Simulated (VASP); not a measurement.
# CdS (Hawleyite) in VASP: notebook

CdS (Hawleyite) is run at these levels: revPBE+D3(BJ), BLYP; tasks: relaxation of cell and atoms, single point.

All numbers are computed with VASP 6.6.1; they aren't measurements. Logs are shortened: lines on timing, memory, paths and dates and some standing lists are left out, and cuts for length are marked.

**1. The cell of the first run**

The structure is cubic, space group F-43m (No. 216). The conventional cell has a = 5.833 Å, b = 5.833 Å, c = 5.833 Å, α = 90.00°, β = 90.00°, γ = 90.00°. Within 3.3 Å of Cd (site symmetry -43m) lie 4 S at 2.53 Å. S (site symmetry -43m) has 4 Cd at 2.53 Å within 3.3 Å.

**2. Relaxation of cell and atoms, revPBE+D3(BJ)**

File INCAR:

```
SYSTEM = CdS
PREC = Accurate ; ENCUT = 600
EDIFF = 1E-6 ; ISMEAR = -1
SIGMA = 0.05 ; LREAL = .FALSE.
LASPH = .TRUE. ; NELM = 80
ALGO = Normal ; ISIF = 3
LWAVE = .FALSE. ; LCHARG = .FALSE.
GGA = RE ; IVDW = 12
IBRION = 2 ; NSW = 80
EDIFFG = -0.005
```

File KPOINTS:

```
Automatic mesh
0
G
  8 8 8
  0 0 0
```

File POSCAR:

```
CdS
1.0
    0.0000000000      2.9165000000      2.9165000000
    2.9165000000      0.0000000000      2.9165000000
    2.9165000000      2.9165000000      0.0000000000
Cd S
1 1
Direct
    0.0000000000      0.0000000000      0.0000000000
    0.7500000000      0.7500000000      0.7500000000
```

Potentials or basis: VASP PAW PBE potentials, release 64 (Cd, S).

The run is started by

```console
$ cat potpaw_PBE.64/Cd/POTCAR potpaw_PBE.64/S/POTCAR > POTCAR
$ mpirun -np 1 vasp_std > vasp.out
```

OUTCAR:

```text
SYSTEM = CdS
   PREC = Accurate
   ENCUT = 600
   EDIFF = 1E-6
   ISMEAR = -1
   LREAL = .FALSE.
   LASPH = .TRUE.
   NELM = 80
   ISIF = 3
   GGA = RE
   IVDW = 12
   IBRION = 2
   NSW = 80
   EDIFFG = -0.005
 IVDW          = 12

 ion  position               nearest neighbor table
   1  0.000  0.000  0.000-   2 2.53   2 2.53   2 2.53   2 2.53
   2  0.750  0.750  0.750-   1 2.53   1 2.53   1 2.53   1 2.53

  LATTYP: Found a face centered cubic cell.
 ALAT       =     5.8330000000

  Lattice vectors:

 A1 = (   0.0000000000,   2.9165000000,   2.9165000000)
 A2 = (   2.9165000000,   0.0000000000,   2.9165000000)
 A3 = (   2.9165000000,   2.9165000000,   0.0000000000)

Analysis of symmetry for initial positions (statically):
=====================================================================
 Subroutine PRICEL returns:
 Original cell was already a primitive cell.

 Routine SETGRP: Setting up the symmetry group for a
 face centered cubic supercell.

 Subroutine GETGRP returns: Found 24 space group operations
 (whereof 24 operations were pure point group operations)
 out of a pool of 48 trial point group operations.

The static configuration has the point symmetry T_d .

Analysis of symmetry for dynamics (positions and initial velocities):
=====================================================================
 Subroutine PRICEL returns:
 Original cell was already a primitive cell.

 Routine SETGRP: Setting up the symmetry group for a
 face centered cubic supercell.

 Subroutine GETGRP returns: Found 24 space group operations
 (whereof 24 operations were pure point group operations)
 out of a pool of 48 trial point group operations.

The dynamic configuration has the point symmetry T_d .

 Subroutine INISYM returns: Found 24 space group operations
 (whereof 24 operations are pure point group operations),
 and found     1 'primitive' translations

----------------------------------------------------------------------------------------

                                     Primitive cell

  volume of cell :      49.6153

  direct lattice vectors                    reciprocal lattice vectors
     0.000000000  2.916500000  2.916500000    -0.171438368  0.171438368  0.171438368
     2.916500000  0.000000000  2.916500000     0.171438368 -0.171438368  0.171438368
     2.916500000  2.916500000  0.000000000     0.171438368  0.171438368 -0.171438368

  length of vectors
     4.124553855  4.124553855  4.124553855     0.296939964  0.296939964  0.296939964

  position of ions in fractional coordinates (direct lattice)
     0.000000000  0.000000000  0.000000000
     0.750000000  0.750000000  0.750000000

  ion indices of the primitive-cell ions
   primitive index   ion index
                 1           1
                 2           2

----------------------------------------------------------------------------------------

 KPOINTS: Automatic mesh

Automatic generation of k-mesh.
 Grid dimensions read from file:
 generate k-points for:    8    8    8

 Generating k-lattice:

  Cartesian coordinates                     Fractional coordinates (reciprocal lattice)
    -0.021429796  0.021429796  0.021429796     0.125000000  0.000000000  0.000000000
     0.021429796 -0.021429796  0.021429796     0.000000000  0.125000000  0.000000000
     0.021429796  0.021429796 -0.021429796     0.000000000  0.000000000  0.125000000

  Length of vectors
     0.037117495  0.037117495  0.037117495

  Shift w.r.t. Gamma in fractional coordinates (k-lattice)
     0.000000000  0.000000000  0.000000000

 Subroutine IBZKPT returns following result:
 ===========================================

 Found     29 irreducible k-points:

 Following reciprocal coordinates:
            Coordinates               Weight
  0.000000  0.000000  0.000000      1.000000
  0.125000  0.000000  0.000000      8.000000
  0.250000  0.000000  0.000000      8.000000
  0.375000  0.000000  0.000000      8.000000
  0.500000  0.000000  0.000000      4.000000
  0.125000  0.125000  0.000000      6.000000
[... 16 lines left out ...]
  0.500000  0.250000  0.125000     48.000000
 -0.375000  0.250000  0.125000     24.000000
 [... further k-points ...]
   k-points           NKPTS =     29   k-points in BZ     NKDIM =     29   number of bands    NBANDS=     13
   number of dos      NEDOS =    301   number of ions     NIONS =      2
   total plane-waves  NPLWV =  46656
   dimension x,y,z NGX =    36 NGY =   36 NGZ =   36
   dimension x,y,z NGXF=    72 NGYF=   72 NGZF=   72
   ions per type =               1   1
   NGX,Y,Z   is equivalent  to a cutoff of  14.51, 14.51, 14.51 a.u.
   NGXF,Y,Z  is equivalent  to a cutoff of  29.02, 29.02, 29.02 a.u.
 SYSTEM =  CdS
   PREC   = accura    normal or accurate (medium, high low for compatibility)
   ISTART =      0    job   : 0-new  1-cont  2-samecut
   ICHARG =      2    charge: 1-file 2-atom 10-const
   ISPIN  =      1    spin polarized calculation?
   LNONCOLLINEAR =      F non collinear calculations
   LSORBIT =      F    spin-orbit coupling
   LASPH  =      T    aspherical Exc in radial PAW
   ENCUT  =  600.0 eV  44.10 Ry    6.64 a.u.   8.24  8.24  8.24*2*pi/ulx,y,z
   NELM   =     80;   NELMIN=  2; NELMDL= -5     # of ELM steps
   EDIFF  = 0.1E-05   stopping-criterion for ELM
   LREAL  =      F    real-space projection
   EDIFFG = -.5E-02   stopping-criterion for IOM
   NSW    =     80    number of steps for IOM
   IBRION =      2    ionic relax: 0-MD 1-quasi-New 2-CG
   NFREE  =      1    steps in history (QN), initial steepest desc. (CG)
   ISIF   =      3    stress and relaxation
   ISYM   =      2    0-nonsym 1-usesym 2-fastsym
   POTIM  = 0.5000    time-step for ionic-motion
   TEBEG  =    0.0;   TEEND  =   0.0 temperature during run
   PSTRESS=    0.0 pullay stress
   NELECT =      18.0000    total number of electrons
   NUPDOWN=      -1.0000    fix difference up-down
   EMIN   =  10.00;   EMAX   =-10.00  energy-range for DOS
   EFERMI =   0.00;   METHOD = LEGACY
   ISMEAR =    -1;   SIGMA  =   0.05  broadening in eV -4-tet -1-fermi 0-gaus
   EFERMI_NEDOS =   21; number of points for ismear=-14 and -15
   IALGO  =     38    algorithm
   IMIX   =      4    mixing-type and parameters
     AMIX     =   0.40;   BMIX     =  1.00
     AMIX_MAG =   1.60;   BMIX_MAG =  1.00
  volume/ion in A,a.u.               =      24.81       167.41
  Fermi-wavevector in a.u.,A,eV,Ry     =   1.167599  2.206442 18.548649  1.363287
  Thomas-Fermi vector in A             =   2.304097
   LORBIT       =      0    0 simple, 1 ext, 2 COOP (PROOUT), +10 PAW based schemes
   GGA     = RE    functional components
   LHFCALC =     F    Hartree Fock is set to
   AEXX    =    0.0000 exact exchange contribution
   IVDW    =    12    specifies the selected vdW correction
   LEPSILON=     F    determine dielectric tensor
   LRPA    =     F    only Hartree local field effects (RPA)
 conjugate gradient relaxation of ions
 non-spin polarized calculation
  energy-cutoff  :      600.00
  volume of cell :       49.62
 maximum number of plane-waves:      1676
 NGX is ok and might be reduce to    36
   NGX = 17   NGY = 17   NGZ = 17

--------------------------------------- Ionic step        1  -------------------------------------------

 number of electron      17.9999999 magnetization

 Free energy of the ion-electron system (eV)
  ---------------------------------------------------
  ext. energy  EPLUGINS =         0.00000000
  ---------------------------------------------------
  free energy    TOTEN  =        -5.53209383 eV

  energy without entropy =       -5.53209380  energy(sigma->0) =       -5.53209381

------------------------ aborting loop because EDIFF is reached ----------------------------------------

 Edisp (eV)   -1.18189

 E8    (eV) :    -0.8010

  FORCE on cell =-STRESS in cart. coord.  units (eV):
  Direction    XX          YY          ZZ          XY          YZ          ZX
  --------------------------------------------------------------------------------------
  -------------------------------------------------------------------------------------
  Total       0.11512     0.11512     0.11512     0.00000     0.00000     0.00000
  in kB       3.71748     3.71748     3.71748     0.00000     0.00000     0.00000
  external pressure =        3.72 kB  Pullay stress =        0.00 kB

 VOLUME and BASIS-vectors are now :
 -----------------------------------------------------------------------------
  energy-cutoff  :      600.00
  volume of cell :       49.62
      direct lattice vectors                 reciprocal lattice vectors
     0.000000000  2.916500000  2.916500000    -0.171438368  0.171438368  0.171438368
     2.916500000  0.000000000  2.916500000     0.171438368 -0.171438368  0.171438368
     2.916500000  2.916500000  0.000000000     0.171438368  0.171438368 -0.171438368
[... 41 lines left out ...]
 POSITION                                       TOTAL-FORCE (eV/Angst)
 -----------------------------------------------------------------------------------
      5.84920      5.84920      5.84920        -0.000000     -0.000000     -0.000000
      4.38690      4.38690      4.38690         0.000000      0.000000      0.000000
 -----------------------------------------------------------------------------------
    total drift:                                0.000000      0.000000      0.000000

  FREE ENERGIE OF THE ION-ELECTRON SYSTEM (eV)
  ---------------------------------------------------
  free  energy   TOTEN  =        -6.7142979314 eV

  energy  without entropy=       -6.7142978933  energy(sigma->0) =       -6.71429791

--------------------------------------- Ionic step        3  -------------------------------------------

 number of electron      17.9999999 magnetization

 Free energy of the ion-electron system (eV)
  ---------------------------------------------------
  ext. energy  EPLUGINS =         0.00000000
  ---------------------------------------------------
  free energy    TOTEN  =        -5.54091298 eV

  energy without entropy =       -5.54091294  energy(sigma->0) =       -5.54091296

 E-fermi :   2.0250     XC(G=0):  -8.9356

 val. band max:        1.3491556688   @ k =   0.0000   0.0000   0.0000
 cond. band min:       2.6219630958   @ k =   0.0000   0.0000   0.0000
 fundamental gap:      1.2728074270
 Fermi energy:         2.0250289572

 k-point     1 :       0.0000    0.0000    0.0000
  band No.  band energies     occupation
      1     -10.9643      2.00000
      2      -6.3565      2.00000
      3      -6.3565      2.00000
      4      -6.3565      2.00000
      5      -5.8875      2.00000
      6      -5.8875      2.00000
      7       1.3492      2.00000
      8       1.3492      2.00000
      9       1.3492      2.00000
     10       2.6220      0.00001
     11       7.9549      0.00000
     12       7.9549      0.00000
     13       7.9549      0.00000

 k-point     2 :       0.1250    0.0000    0.0000
  band No.  band energies     occupation
      1     -10.9041      2.00000
      2      -6.3345      2.00000
      3      -6.3345      2.00000
      4      -6.3018      2.00000
      5      -5.8884      2.00000
      6      -5.8884      2.00000
      7       0.3584      2.00000
      8       1.2297      2.00000
      9       1.2297      2.00000
     10       3.4319      0.00000
     11       7.7167      0.00000
[... 339 lines left out ...]
 k-point    24 :      -0.3750    0.2500    0.1250
  band No.  band energies     occupation
      1     -10.4896      2.00000
      2      -6.1945      2.00000
      3      -6.1585      2.00000
      4      -5.9109      2.00000
      5      -5.8608      2.00000
      6      -5.3987      2.00000
      7      -2.6897      2.00000
      8      -0.5396      2.00000
      9       0.1557      2.00000
     10       5.7900      0.00000
     11       7.2932      0.00000
     12       8.6659      0.00000
     13       9.8119      0.00000

 [... further k-points ...]

------------------------ aborting loop because EDIFF is reached ----------------------------------------

 Edisp (eV)   -1.17343

 E8    (eV) :    -0.7952

  FORCE on cell =-STRESS in cart. coord.  units (eV):
  Direction    XX          YY          ZZ          XY          YZ          ZX
  --------------------------------------------------------------------------------------
  -------------------------------------------------------------------------------------
  Total       0.00022     0.00022     0.00022     0.00000    -0.00000     0.00000
  in kB       0.00718     0.00718     0.00718     0.00000    -0.00000     0.00000
  external pressure =        0.01 kB  Pullay stress =        0.00 kB

 VOLUME and BASIS-vectors are now :
 -----------------------------------------------------------------------------
  energy-cutoff  :      600.00
  volume of cell :       49.92
      direct lattice vectors                 reciprocal lattice vectors
    -0.000000000  2.922530664  2.922530664    -0.171084604  0.171084604  0.171084604
     2.922530664  0.000000000  2.922530664     0.171084604 -0.171084604  0.171084604
     2.922530664  2.922530664  0.000000000     0.171084604  0.171084604 -0.171084604

 POSITION                                       TOTAL-FORCE (eV/Angst)
 -----------------------------------------------------------------------------------
      0.00000      0.00000      0.00000        -0.000000     -0.000000     -0.000000
      4.38380      4.38380      4.38380         0.000000      0.000000      0.000000
 -----------------------------------------------------------------------------------
    total drift:                                0.000000      0.000000      0.000000

  FREE ENERGIE OF THE ION-ELECTRON SYSTEM (eV)
  ---------------------------------------------------
  free  energy   TOTEN  =        -6.7143405051 eV

  energy  without entropy=       -6.7143404688  energy(sigma->0) =       -6.71434049

 reached required accuracy - stopping structural energy minimisation
```

It took 20 s on 1 thread of Intel Xeon 6975P-C (Granite Rapids), shared host; peak memory 0.23 GiB.

What came out:

```
Free energy                            : -6.7143 eV
Relaxed volume                         : 24.96 Å³/atom
Relaxed cell                           : a = 4.133 Å, b = 4.133 Å, c = 4.133 Å, α = 60.00°, β = 60.00°, γ = 60.00°
Space group after relaxing (to 0.05 Å) : F-43m (No. 216)
Energy gained by relaxing              : 0.2 meV/atom
Ionic steps                            : 3
Pressure after relaxing                : 0.0 GPa
Band gap on the k mesh                 : 1.27 eV, direct
Dispersion energy per atom             : -0.587 eV
```

The path:
| step | energy change (eV) | largest force (eV/Å) | pressure (GPa) | volume (Å³) |
| --- | --- | --- | --- | --- |
| 1 | 0.0000 | 0.0000 | 0.37 | 49.62 |
| 2 | -0.0003 | 0.0000 | -0.12 | 50.03 |
| 3 | -0.0004 | 0.0000 | 0.00 | 49.92 |

Final structure:
```xyz
2
Lattice="0.0000 2.9225 2.9225 2.9225 0.0000 2.9225 2.9225 2.9225 0.0000" Properties=species:S:1:pos:R:3 pbc="T T T"
Cd    0.0000    0.0000    0.0000
S     4.3838    4.3838    4.3838
```

Levels at points of the mesh, in eV from the valence-band top:
| k point | band 7 | band 8 | band 9 | band 10 | band 11 | band 12 |
| --- | --- | --- | --- | --- | --- | --- |
| (0.00, 0.00, 0.00) | 0.00 | 0.00 | 0.00 | 1.27 | 6.61 | 6.61 |
| (0.50, 0.00, 0.00) | -4.32 | -0.74 | -0.74 | 3.11 | 7.07 | 7.07 |
| (0.50, 0.50, 0.00) | -3.89 | -1.84 | -1.84 | 3.70 | 4.42 | 9.37 |

Caveat: the PAW data sets were made with another functional, which shifts forces and pressure a little.

[end of part 1 of 2]
